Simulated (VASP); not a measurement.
A run of VASP 6.6.1 is set up as follows.

File INCAR:

```
ALGO = Normal
EDIFF = 1E-7
ENCUT = 520
GGA = CA
ISIF = 2
ISMEAR = 0
LASPH = T
LCHARG = T
LELF = T
LREAL = F
LVHAR = T
LWAVE = F
NBANDS = 21
NELM = 100
PREC = Accurate
SIGMA = 0.15
```

Contents of KPOINTS:

```
k-points
0
Gamma
  18 18 18
```

The input POSCAR:

```
Sn
1.0
   -2.7667780984      2.7667780984      1.8060009511
    2.7667780984     -2.7667780984      1.8060009511
    2.7667780984      2.7667780984     -1.8060009511
Sn
2
Direct
    0.7500000000      0.2500000000      0.5000000000
    0.0000000000      0.0000000000      0.0000000000
```

Potentials or basis: VASP PAW LDA potentials, release 64 (Sn_d).

Command:

```bash
$ cat potpaw_LDA.64/Sn_d/POTCAR > POTCAR
$ mpirun -np 1 vasp_std > vasp.out
```

Question: Estimate the band gap on the k mesh.

Answer: Zero (band 14 reaches 9.75 eV, above the bottom of band 15 at 4.77 eV).

Question: What does it give for the pressure?

Answer: -0.7 GPa.

Stress tensor (GPa, compression positive):
```
 1.38  0.00  0.00
 0.00  1.38  0.00
 0.00  0.00 -4.75
```

Caveat: spin-orbit coupling is left out, which moves the levels of the heavy elements.
